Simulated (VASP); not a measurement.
# CdS (Hawleyite) (F-43m) in VASP: notebook, part 2 of 2

VASP 6.6.1.

## 3. Relaxation of cell and atoms, PBE+D3(BJ)

This run uses another cell than the first one, of 24.81 Å³/atom, 0.990 times its volume.

Input file INCAR:

```
SYSTEM = CdS
ALGO = Normal
EDIFF = 1E-6
EDIFFG = -0.01
ENCUT = 600
GGA = PE
IBRION = 2
ISIF = 3
ISMEAR = -1
IVDW = 12
LASPH = .True.
LCHARG = .False.
LREAL = .False.
LWAVE = .False.
NELM = 100
NSW = 60
PREC = Accurate
SIGMA = 0.05
```

Input file KPOINTS:

```
k-points
0
Gamma
  8 8 8
  0 0 0
```

Input file POSCAR:

```
CdS
1.0
    0.0000000000      2.9165000000      2.9165000000
    2.9165000000      0.0000000000      2.9165000000
    2.9165000000      2.9165000000      0.0000000000
Cd S
1 1
Direct
    0.0000000000      0.0000000000      0.0000000000
    0.7500000000      0.7500000000      0.7500000000
```

Potentials or basis: VASP PAW PBE potentials, release 64 (Cd, S).

On the command line:

```console
$ cat potpaw_PBE.64/Cd/POTCAR potpaw_PBE.64/S/POTCAR > POTCAR
$ mpirun -np 1 vasp_std > vasp.out
```

OUTCAR:

```text
SYSTEM = CdS
   EDIFF = 1E-6
   EDIFFG = -0.01
   ENCUT = 600
   GGA = PE
   IBRION = 2
   ISIF = 3
   ISMEAR = -1
   IVDW = 12
   LASPH = .True.
   LREAL = .False.
   NELM = 100
   NSW = 60
   PREC = Accurate
 IVDW          = 12

 ion  position               nearest neighbor table
   1  0.000  0.000  0.000-   2 2.53   2 2.53   2 2.53   2 2.53
   2  0.750  0.750  0.750-   1 2.53   1 2.53   1 2.53   1 2.53

  LATTYP: Found a face centered cubic cell.
 ALAT       =     5.8330000000

  Lattice vectors:

 A1 = (   0.0000000000,   2.9165000000,   2.9165000000)
 A2 = (   2.9165000000,   0.0000000000,   2.9165000000)
 A3 = (   2.9165000000,   2.9165000000,   0.0000000000)

Analysis of symmetry for initial positions (statically):
=====================================================================
 Subroutine PRICEL returns:
 Original cell was already a primitive cell.

 Routine SETGRP: Setting up the symmetry group for a
 face centered cubic supercell.

 Subroutine GETGRP returns: Found 24 space group operations
 (whereof 24 operations were pure point group operations)
 out of a pool of 48 trial point group operations.

The static configuration has the point symmetry T_d .

Analysis of symmetry for dynamics (positions and initial velocities):
=====================================================================
 Subroutine PRICEL returns:
 Original cell was already a primitive cell.

 Routine SETGRP: Setting up the symmetry group for a
 face centered cubic supercell.

 Subroutine GETGRP returns: Found 24 space group operations
 (whereof 24 operations were pure point group operations)
 out of a pool of 48 trial point group operations.

The dynamic configuration has the point symmetry T_d .

 Subroutine INISYM returns: Found 24 space group operations
 (whereof 24 operations are pure point group operations),
 and found     1 'primitive' translations

----------------------------------------------------------------------------------------

                                     Primitive cell

  volume of cell :      49.6153

  direct lattice vectors                    reciprocal lattice vectors
     0.000000000  2.916500000  2.916500000    -0.171438368  0.171438368  0.171438368
     2.916500000  0.000000000  2.916500000     0.171438368 -0.171438368  0.171438368
     2.916500000  2.916500000  0.000000000     0.171438368  0.171438368 -0.171438368

  length of vectors
     4.124553855  4.124553855  4.124553855     0.296939964  0.296939964  0.296939964

  position of ions in fractional coordinates (direct lattice)
     0.000000000  0.000000000  0.000000000
     0.750000000  0.750000000  0.750000000

  ion indices of the primitive-cell ions
   primitive index   ion index
                 1           1
                 2           2

----------------------------------------------------------------------------------------

 KPOINTS: k-points

Automatic generation of k-mesh.
 Grid dimensions read from file:
 generate k-points for:    8    8    8

 Generating k-lattice:

  Cartesian coordinates                     Fractional coordinates (reciprocal lattice)
    -0.021429796  0.021429796  0.021429796     0.125000000  0.000000000  0.000000000
     0.021429796 -0.021429796  0.021429796     0.000000000  0.125000000  0.000000000
     0.021429796  0.021429796 -0.021429796     0.000000000  0.000000000  0.125000000

  Length of vectors
     0.037117495  0.037117495  0.037117495

  Shift w.r.t. Gamma in fractional coordinates (k-lattice)
     0.000000000  0.000000000  0.000000000

 Subroutine IBZKPT returns following result:
 ===========================================

 Found     29 irreducible k-points:

 Following reciprocal coordinates:
            Coordinates               Weight
  0.000000  0.000000  0.000000      1.000000
  0.125000  0.000000  0.000000      8.000000
  0.250000  0.000000  0.000000      8.000000
  0.375000  0.000000  0.000000      8.000000
  0.500000  0.000000  0.000000      4.000000
  0.125000  0.125000  0.000000      6.000000
[... 16 lines left out ...]
  0.500000  0.250000  0.125000     48.000000
 -0.375000  0.250000  0.125000     24.000000
 [... further k-points ...]
   k-points           NKPTS =     29   k-points in BZ     NKDIM =     29   number of bands    NBANDS=     13
   number of dos      NEDOS =    301   number of ions     NIONS =      2
   total plane-waves  NPLWV =  46656
   dimension x,y,z NGX =    36 NGY =   36 NGZ =   36
   dimension x,y,z NGXF=    72 NGYF=   72 NGZF=   72
   ions per type =               1   1
   NGX,Y,Z   is equivalent  to a cutoff of  14.51, 14.51, 14.51 a.u.
   NGXF,Y,Z  is equivalent  to a cutoff of  29.02, 29.02, 29.02 a.u.
 SYSTEM =  CdS
   PREC   = accura    normal or accurate (medium, high low for compatibility)
   ISTART =      0    job   : 0-new  1-cont  2-samecut
   ICHARG =      2    charge: 1-file 2-atom 10-const
   ISPIN  =      1    spin polarized calculation?
   LNONCOLLINEAR =      F non collinear calculations
   LSORBIT =      F    spin-orbit coupling
   LASPH  =      T    aspherical Exc in radial PAW
   ENCUT  =  600.0 eV  44.10 Ry    6.64 a.u.   8.24  8.24  8.24*2*pi/ulx,y,z
   NELM   =    100;   NELMIN=  2; NELMDL= -5     # of ELM steps
   EDIFF  = 0.1E-05   stopping-criterion for ELM
   LREAL  =      F    real-space projection
   EDIFFG = -.1E-01   stopping-criterion for IOM
   NSW    =     60    number of steps for IOM
   IBRION =      2    ionic relax: 0-MD 1-quasi-New 2-CG
   NFREE  =      1    steps in history (QN), initial steepest desc. (CG)
   ISIF   =      3    stress and relaxation
   ISYM   =      2    0-nonsym 1-usesym 2-fastsym
   POTIM  = 0.5000    time-step for ionic-motion
   TEBEG  =    0.0;   TEEND  =   0.0 temperature during run
   PSTRESS=    0.0 pullay stress
   NELECT =      18.0000    total number of electrons
   NUPDOWN=      -1.0000    fix difference up-down
   EMIN   =  10.00;   EMAX   =-10.00  energy-range for DOS
   EFERMI =   0.00;   METHOD = LEGACY
   ISMEAR =    -1;   SIGMA  =   0.05  broadening in eV -4-tet -1-fermi 0-gaus
   EFERMI_NEDOS =   21; number of points for ismear=-14 and -15
   IALGO  =     38    algorithm
   IMIX   =      4    mixing-type and parameters
     AMIX     =   0.40;   BMIX     =  1.00
     AMIX_MAG =   1.60;   BMIX_MAG =  1.00
  volume/ion in A,a.u.               =      24.81       167.41
  Fermi-wavevector in a.u.,A,eV,Ry     =   1.167599  2.206442 18.548649  1.363287
  Thomas-Fermi vector in A             =   2.304097
   LORBIT       =      0    0 simple, 1 ext, 2 COOP (PROOUT), +10 PAW based schemes
   GGA     = PE    functional components
   LHFCALC =     F    Hartree Fock is set to
   AEXX    =    0.0000 exact exchange contribution
   IVDW    =    12    specifies the selected vdW correction
   LEPSILON=     F    determine dielectric tensor
   LRPA    =     F    only Hartree local field effects (RPA)
 conjugate gradient relaxation of ions
 non-spin polarized calculation
  energy-cutoff  :      600.00
  volume of cell :       49.62
 maximum number of plane-waves:      1676
 NGX is ok and might be reduce to    36
   NGX = 17   NGY = 17   NGZ = 17

--------------------------------------- Ionic step        1  -------------------------------------------

 number of electron      17.9999999 magnetization

 Free energy of the ion-electron system (eV)
  ---------------------------------------------------
  ext. energy  EPLUGINS =         0.00000000
  ---------------------------------------------------
  free energy    TOTEN  =        -6.12115820 eV

  energy without entropy =       -6.12115808  energy(sigma->0) =       -6.12115814

------------------------ aborting loop because EDIFF is reached ----------------------------------------

 Edisp (eV)   -0.61331

 E8    (eV) :    -0.2499
[... 71 lines left out ...]
--------------------------------------- Ionic step        3  -------------------------------------------

 number of electron      17.9999999 magnetization

 Free energy of the ion-electron system (eV)
  ---------------------------------------------------
  ext. energy  EPLUGINS =         0.00000000
  ---------------------------------------------------
  free energy    TOTEN  =        -6.13392164 eV

  energy without entropy =       -6.13392148  energy(sigma->0) =       -6.13392156

 E-fermi :   1.7815     XC(G=0):  -9.0776

 val. band max:        1.1837559003   @ k =   0.0000   0.0000   0.0000
 cond. band min:       2.2998922377   @ k =   0.0000   0.0000   0.0000
 fundamental gap:      1.1161363374
 Fermi energy:         1.7815425801

 k-point     1 :       0.0000    0.0000    0.0000
  band No.  band energies     occupation
      1     -11.0925      2.00000
      2      -6.4902      2.00000
      3      -6.4902      2.00000
      4      -6.4902      2.00000
      5      -6.0312      2.00000
      6      -6.0312      2.00000
      7       1.1838      1.99999
      8       1.1838      1.99999
      9       1.1838      1.99999
     10       2.2999      0.00006
     11       7.7332      0.00000
     12       7.7332      0.00000
     13       7.7332      0.00000
[... 354 lines left out ...]
  band No.  band energies     occupation
      1     -10.6189      2.00000
      2      -6.3324      2.00000
      3      -6.2962      2.00000
      4      -6.0551      2.00000
      5      -6.0053      2.00000
      6      -5.5550      2.00000
      7      -2.8461      2.00000
      8      -0.7027      2.00000
      9      -0.0010      2.00000
     10       5.5226      0.00000
     11       7.0171      0.00000
     12       8.3864      0.00000
     13       9.5310      0.00000

 [... further k-points ...]

------------------------ aborting loop because EDIFF is reached ----------------------------------------

 Edisp (eV)   -0.60276

 E8    (eV) :    -0.2455
[... 25 lines left out ...]
  FREE ENERGIE OF THE ION-ELECTRON SYSTEM (eV)
  ---------------------------------------------------
  free  energy   TOTEN  =        -6.7366841911 eV

  energy  without entropy=       -6.7366840353  energy(sigma->0) =       -6.73668411

 reached required accuracy - stopping structural energy minimisation
```

OSZICAR:

```text
N       E                     dE             d eps       ncg     rms          rms(c)
DAV:   1     0.121173711302E+03    0.12117E+03   -0.99106E+03   770   0.142E+03
DAV:   2    -0.923355961561E+00   -0.12210E+03   -0.11659E+03   834   0.311E+02
DAV:   3    -0.662104505055E+01   -0.56977E+01   -0.56779E+01   954   0.690E+01
[... 24 lines left out ...]
DAV:   2    -0.613446131870E+01    0.49877E-02   -0.12361E-02   834   0.184E+00    0.200E-01
DAV:   3    -0.613395494508E+01    0.50637E-03   -0.14753E-03   804   0.464E-01    0.168E-01
DAV:   4    -0.613392126831E+01    0.33677E-04   -0.82077E-05   764   0.107E-01    0.365E-02
DAV:   5    -0.613392066740E+01    0.60092E-06   -0.16883E-05   924   0.665E-02    0.119E-02
DAV:   6    -0.613392163904E+01   -0.97164E-06   -0.24227E-06   647   0.213E-02
   3 F= -.67366842E+01 E0= -.67366841E+01  d E =-.222060E-02
```

Run time: 46 s. Hardware: 1 thread of Intel Xeon Platinum 8488C (Sapphire Rapids), shared host; peak memory 0.23 GiB.

What came out:

| Property | Result |
| --- | --- |
| Free energy | -6.7367 eV |
| Relaxed volume | 25.19 Å³/atom |
| Relaxed cell | a = 4.146 Å, b = 4.146 Å, c = 4.146 Å, α = 60.00°, β = 60.00°, γ = 60.00° |
| Space group after relaxing (to 0.05 Å) | F-43m (No. 216) |
| Energy gained by relaxing | 1.1 meV/atom |
| Ionic steps | 3 |
| Pressure after relaxing | 0.0 GPa |
| Band gap on the k mesh | 1.12 eV, direct |
| Dispersion energy per atom | -0.301 eV |

The path:
| step | energy change (eV) | largest force (eV/Å) | pressure (GPa) | volume (Å³) |
| --- | --- | --- | --- | --- |
| 1 | 0.0000 | 0.0000 | 0.94 | 49.62 |
| 2 | -0.0019 | 0.0000 | -0.33 | 50.67 |
| 3 | -0.0022 | 0.0000 | 0.00 | 50.38 |

Final structure:
```cif
data_structure
_symmetry_space_group_name_H-M 'P 1'
_symmetry_Int_Tables_number 1
_cell_length_a 4.1457
_cell_length_b 4.1457
_cell_length_c 4.1457
_cell_angle_alpha 60.000
_cell_angle_beta 60.000
_cell_angle_gamma 60.000
_cell_volume 50.38
loop_
_atom_site_label
_atom_site_type_symbol
_atom_site_fract_x
_atom_site_fract_y
_atom_site_fract_z
_atom_site_occupancy
Cd1 Cd 0.00000 0.00000 0.00000 1
S1 S 0.75000 0.75000 0.75000 1
```

Levels at points of the mesh, in eV from the valence-band top:
```tsv
k point	band 6	band 7	band 8	band 9	band 10	band 11	band 12	band 13
(0.00, 0.00, 0.00)	-7.21	0.00	0.00	0.00	1.12	6.55	6.55	6.55
(0.50, 0.00, 0.00)	-6.85	-4.31	-0.73	-0.73	2.99	7.01	7.01	7.43
(0.50, 0.50, 0.00)	-6.78	-3.89	-1.83	-1.83	3.58	4.33	9.17	10.69
```
